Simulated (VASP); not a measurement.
# Lu (I4/mmm) in VASP: single point with LDA

Aim: the single point of Lu with LDA.

All numbers are computed with VASP 6.6.1; they aren't measurements. Logs are shortened: lines on timing, memory, paths and dates and some standing lists are left out, and cuts for length are marked.

**1. The cell of the first run**

It takes space group I4/mmm (No. 139, tetragonal). The conventional cell has a = 3.638 Å, b = 3.638 Å, c = 9.055 Å, α = 90.00°, β = 90.00°, γ = 90.00°. Lu (site symmetry 4/mmm) has 4 Lu at 3.64 Å within 4.8 Å.

**2. Single point, LDA**

INCAR reads:

```
PREC = Accurate ; ENCUT = 520
EDIFF = 1E-6 ; ISMEAR = -1
SIGMA = 0.02 ; LREAL = F
LASPH = T ; NELM = 60
ALGO = Normal ; ISIF = 2
LWAVE = F ; LCHARG = T
GGA = CA ; LELF = T
LVHAR = T ; NBANDS = 18
```

KPOINTS reads:

```
regular mesh
0
Gamma
  11 11 11
```

POSCAR reads:

```
Lu
1.0
   -1.8189340000      1.8189340000      4.5274670000
    1.8189340000     -1.8189340000      4.5274670000
    1.8189340000      1.8189340000     -4.5274670000
Lu
1
Direct
    0.0000000000      0.0000000000      0.0000000000
```

Potentials or basis: VASP PAW PBE potentials, release 64 (Lu).

The run is started by

```sh
cat potpaw_PBE.64/Lu/POTCAR > POTCAR
mpirun -np 1 vasp_std > vasp.out
```

OUTCAR:

```text
PREC = Accurate
   ENCUT = 520
   EDIFF = 1E-6
   ISMEAR = -1
   LREAL = F
   LASPH = T
   NELM = 60
   ISIF = 2
   GGA = CA

 ion  position               nearest neighbor table
   1  0.000  0.000  0.000-

  LATTYP: Found a body centered tetragonal cell.
 ALAT       =     3.6378680000
 C/A-ratio  =     2.4890771188

  Lattice vectors:

 A1 = (  -1.8189340000,   1.8189340000,   4.5274670000)
 A2 = (   1.8189340000,  -1.8189340000,   4.5274670000)
 A3 = (   1.8189340000,   1.8189340000,  -4.5274670000)

Analysis of symmetry for initial positions (statically):
=====================================================================
 Subroutine PRICEL returns:
 Original cell was already a primitive cell.

 Routine SETGRP: Setting up the symmetry group for a
 body centered tetragonal supercell.

 Subroutine GETGRP returns: Found 16 space group operations
 (whereof 16 operations were pure point group operations)
 out of a pool of 16 trial point group operations.

The static configuration has the point symmetry D_4h.

Analysis of symmetry for dynamics (positions and initial velocities):
=====================================================================
 Subroutine PRICEL returns:
 Original cell was already a primitive cell.

 Routine SETGRP: Setting up the symmetry group for a
 body centered tetragonal supercell.

 Subroutine GETGRP returns: Found 16 space group operations
 (whereof 16 operations were pure point group operations)
 out of a pool of 16 trial point group operations.

The dynamic configuration has the point symmetry D_4h.

 Subroutine INISYM returns: Found 16 space group operations
 (whereof 16 operations are pure point group operations),
 and found     1 'primitive' translations

----------------------------------------------------------------------------------------

                                     Primitive cell

  volume of cell :      59.9169

  direct lattice vectors                    reciprocal lattice vectors
    -1.818934000  1.818934000  4.527467000     0.000000000  0.274886280  0.110437028
     1.818934000 -1.818934000  4.527467000     0.274886280  0.000000000  0.110437028
     1.818934000  1.818934000 -4.527467000     0.274886280  0.274886280  0.000000000

  length of vectors
     5.207206471  5.207206471  5.207206471     0.296241124  0.296241124  0.388747905

  position of ions in fractional coordinates (direct lattice)
     0.000000000  0.000000000  0.000000000

  ion indices of the primitive-cell ions
   primitive index   ion index
                 1           1

----------------------------------------------------------------------------------------

 KPOINTS: regular mesh

Automatic generation of k-mesh.
 Grid dimensions read from file:
 generate k-points for:   11   11   11

 Generating k-lattice:

  Cartesian coordinates                     Fractional coordinates (reciprocal lattice)
     0.000000000  0.024989662  0.010039730     0.090909091  0.000000000 -0.000000000
     0.024989662  0.000000000  0.010039730     0.000000000  0.090909091 -0.000000000
     0.024989662  0.024989662  0.000000000     0.000000000  0.000000000  0.090909091

  Length of vectors
     0.026931011  0.026931011  0.035340719

  Shift w.r.t. Gamma in fractional coordinates (k-lattice)
     0.000000000  0.000000000  0.000000000

 Subroutine IBZKPT returns following result:
 ===========================================

 Found    126 irreducible k-points:

 Following reciprocal coordinates:
            Coordinates               Weight
  0.000000  0.000000  0.000000      1.000000
  0.090909 -0.000000  0.000000      8.000000
  0.181818 -0.000000  0.000000      8.000000
  0.272727  0.000000  0.000000      8.000000
  0.363636 -0.000000  0.000000      8.000000
  0.454545 -0.000000  0.000000      8.000000
[... 16 lines left out ...]
 -0.272727  0.181818  0.000000     16.000000
 -0.181818  0.181818  0.000000      4.000000
 [... further k-points ...]
   k-points           NKPTS =    126   k-points in BZ     NKDIM =    126   number of bands    NBANDS=     18
   number of dos      NEDOS =    301   number of ions     NIONS =      1
   total plane-waves  NPLWV =  64000
   dimension x,y,z NGX =    40 NGY =   40 NGZ =   40
   dimension x,y,z NGXF=    80 NGYF=   80 NGZF=   80
   ions per type =               1
   NGX,Y,Z   is equivalent  to a cutoff of  12.77, 12.77, 12.77 a.u.
   NGXF,Y,Z  is equivalent  to a cutoff of  25.54, 25.54, 25.54 a.u.
 SYSTEM =  unknown system
   PREC   = accura    normal or accurate (medium, high low for compatibility)
   ISTART =      0    job   : 0-new  1-cont  2-samecut
   ICHARG =      2    charge: 1-file 2-atom 10-const
   ISPIN  =      1    spin polarized calculation?
   LNONCOLLINEAR =      F non collinear calculations
   LSORBIT =      F    spin-orbit coupling
   LASPH  =      T    aspherical Exc in radial PAW
   ENCUT  =  520.0 eV  38.22 Ry    6.18 a.u.   9.68  9.68  9.68*2*pi/ulx,y,z
   NELM   =     60;   NELMIN=  2; NELMDL= -5     # of ELM steps
   EDIFF  = 0.1E-05   stopping-criterion for ELM
   LREAL  =      F    real-space projection
   EDIFFG = 0.1E-04   stopping-criterion for IOM
   NSW    =      0    number of steps for IOM
   IBRION =     -1    ionic relax: 0-MD 1-quasi-New 2-CG
   NFREE  =      0    steps in history (QN), initial steepest desc. (CG)
   ISIF   =      2    stress and relaxation
   ISYM   =      2    0-nonsym 1-usesym 2-fastsym
   POTIM  = 0.5000    time-step for ionic-motion
   TEBEG  =    0.0;   TEEND  =   0.0 temperature during run
   PSTRESS=    0.0 pullay stress
   NELECT =      25.0000    total number of electrons
   NUPDOWN=      -1.0000    fix difference up-down
   EMIN   =  10.00;   EMAX   =-10.00  energy-range for DOS
   EFERMI =   0.00;   METHOD = LEGACY
   ISMEAR =    -1;   SIGMA  =   0.02  broadening in eV -4-tet -1-fermi 0-gaus
   EFERMI_NEDOS =   21; number of points for ismear=-14 and -15
   IALGO  =     38    algorithm
   IMIX   =      4    mixing-type and parameters
     AMIX     =   0.40;   BMIX     =  1.00
     AMIX_MAG =   1.60;   BMIX_MAG =  1.00
  volume/ion in A,a.u.               =      59.92       404.34
  Fermi-wavevector in a.u.,A,eV,Ry     =   1.223315  2.311731 20.361127  1.496501
  Thomas-Fermi vector in A             =   2.358431
   LORBIT       =      0    0 simple, 1 ext, 2 COOP (PROOUT), +10 PAW based schemes
   GGA     = CA    functional components
   LHFCALC =     F    Hartree Fock is set to
   AEXX    =    0.0000 exact exchange contribution
   IVDW    =     0    specifies the selected vdW correction
   LEPSILON=     F    determine dielectric tensor
   LRPA    =     F    only Hartree local field effects (RPA)
 non-spin polarized calculation
  energy-cutoff  :      520.00
  volume of cell :       59.92
 maximum number of plane-waves:      1637
   NGX = 19   NGY = 19   NGZ = 19

 number of electron      24.9999999 magnetization

 Free energy of the ion-electron system (eV)
  ---------------------------------------------------
  ext. energy  EPLUGINS =         0.00000000
  ---------------------------------------------------
  free energy    TOTEN  =        -3.08689369 eV

  energy without entropy =       -3.08120150  energy(sigma->0) =       -3.08404760

 E-fermi :  -0.2417     XC(G=0):  -7.8238

 val. band max:       -0.2450599959   @ k =   0.4545  -0.0000   0.0000
 cond. band min:      -0.2405932599   @ k =  -0.3636   0.4545   0.3636
 fundamental gap:      0.0044667360
 Fermi energy:        -0.2417362131

 k-point     1 :       0.0000    0.0000    0.0000
  band No.  band energies     occupation
      1     -57.9051      2.00000
      2     -28.8009      2.00000
      3     -28.5366      2.00000
      4     -28.5366      2.00000
      5      -6.8759      2.00000
      6      -6.8501      2.00000
[... 10 lines left out ...]
     17       3.4377      0.00000
     18       3.7246      0.00000

 k-point     2 :       0.0909   -0.0000    0.0000
  band No.  band energies     occupation
      1     -57.9047      2.00000
      2     -28.8000      2.00000
      3     -28.5482      2.00000
      4     -28.5357      2.00000
      5      -6.8751      2.00000
      6      -6.8516      2.00000
[... 10 lines left out ...]
     17       3.2762      0.00000
     18       3.9652      0.00000

 k-point     3 :       0.1818   -0.0000    0.0000
  band No.  band energies     occupation
      1     -57.9037      2.00000
      2     -28.7976      2.00000
      3     -28.5791      2.00000
      4     -28.5333      2.00000
      5      -6.8732      2.00000
      6      -6.8555      2.00000
[... 10 lines left out ...]
     17       2.8965      0.00000
     18       4.1517      0.00000

 k-point     4 :       0.2727    0.0000    0.0000
  band No.  band energies     occupation
      1     -57.9025      2.00000
      2     -28.7945      2.00000
      3     -28.6193      2.00000
      4     -28.5301      2.00000
      5      -6.8710      2.00000
      6      -6.8605      2.00000
[... 10 lines left out ...]
     17       2.5626      0.00000
     18       3.8697      0.00000

 k-point     5 :       0.3636   -0.0000    0.0000
  band No.  band energies     occupation
      1     -57.9013      2.00000
      2     -28.7917      2.00000
      3     -28.6559      2.00000
      4     -28.5272      2.00000
      5      -6.8693      2.00000
      6      -6.8651      2.00000
[... 10 lines left out ...]
     17       2.6551      0.00000
     18       3.4222      0.00000

 k-point     6 :       0.4545   -0.0000    0.0000
  band No.  band energies     occupation
      1     -57.9006      2.00000
      2     -28.7900      2.00000
      3     -28.6775      2.00000
      4     -28.5254      2.00000
      5      -6.8684      2.00000
      6      -6.8677      2.00000
[... 307 lines left out ...]
 k-point    21 :      -0.4545    0.1818    0.0000
  band No.  band energies     occupation
      1     -57.8993      2.00000
      2     -28.7862      2.00000
      3     -28.6731      2.00000
      4     -28.5669      2.00000
      5      -6.8671      2.00000
      6      -6.8647      2.00000
[... 10 lines left out ...]
     17       2.2921      0.00000
     18       4.3613      0.00000

 k-point    22 :      -0.3636    0.1818    0.0000
  band No.  band energies     occupation
      1     -57.9000      2.00000
      2     -28.7877      2.00000
      3     -28.6517      2.00000
      4     -28.5687      2.00000
      5      -6.8658      2.00000
      6      -6.8644      2.00000
[... 10 lines left out ...]
     17       1.9250      0.00000
     18       4.7210      0.00000

 k-point    23 :      -0.2727    0.1818    0.0000
  band No.  band energies     occupation
      1     -57.9012      2.00000
      2     -28.7906      2.00000
      3     -28.6153      2.00000
      4     -28.5719      2.00000
      5      -6.8678      2.00000
      6      -6.8599      2.00000
[... 10 lines left out ...]
     17       1.7662      0.00000
     18       5.3386      0.00000

 k-point    24 :      -0.1818    0.1818    0.0000
  band No.  band energies     occupation
      1     -57.9024      2.00000
      2     -28.7938      2.00000
      3     -28.5764      2.00000
      4     -28.5745      2.00000
      5      -6.8703      2.00000
      6      -6.8557      2.00000
[... 10 lines left out ...]
     17       2.1965      0.00000
     18       5.3236      0.00000

 [... further k-points ...]
[... 5 lines left out ...]
  --------------------------------------------------------------------------------------
  -------------------------------------------------------------------------------------
  Total       -2.8500076     -2.8500076     -2.3659077      0.0000000      0.0000000      0.0000000
  in kB      -76.2092042    -76.2092042    -63.2643734      0.0000000      0.0000000      0.0000000
  external PRESSURE =     -71.8942606 kB  Pullay stress =       0.0000000 kB

 VOLUME and BASIS-vectors are now :
 -----------------------------------------------------------------------------
  energy-cutoff  :      520.00
  volume of cell :       59.92
      direct lattice vectors                 reciprocal lattice vectors
    -1.818934000  1.818934000  4.527467000     0.000000000  0.274886280  0.110437028
     1.818934000 -1.818934000  4.527467000     0.274886280  0.000000000  0.110437028
     1.818934000  1.818934000 -4.527467000     0.274886280  0.274886280  0.000000000

 POSITION                                       TOTAL-FORCE (eV/Angst)
 -----------------------------------------------------------------------------------
      0.00000      0.00000      0.00000        -0.000000     -0.000000      0.000000
 -----------------------------------------------------------------------------------
    total drift:                                0.000000      0.000000     -0.000000

  FREE ENERGIE OF THE ION-ELECTRON SYSTEM (eV)
  ---------------------------------------------------
  free  energy   TOTEN  =        -3.0868936893 eV

  energy  without entropy=       -3.0812015019  energy(sigma->0) =       -3.08404760
```

Run time: 2.7 min. Hardware: 1 thread of Intel Xeon Platinum 8375C at 2.90GHz (Ice Lake), shared host; peak memory 0.29 GiB.

Results:

```
Free energy : -3.0869 eV
Pressure    : -7.2 GPa
```

Levels at points of the mesh, in eV from the Fermi level:
| k point | band 10 | band 11 | band 12 | band 13 | band 14 | band 15 |
| --- | --- | --- | --- | --- | --- | --- |
| (0.00, 0.00, 0.00) | -6.55 | -6.55 | -4.39 | -0.12 | 0.14 | 2.53 |

Caveat: the PAW data sets were made with another functional, which shifts forces and pressure a little; spin-orbit coupling is left out, which moves the levels of the heavy elements.
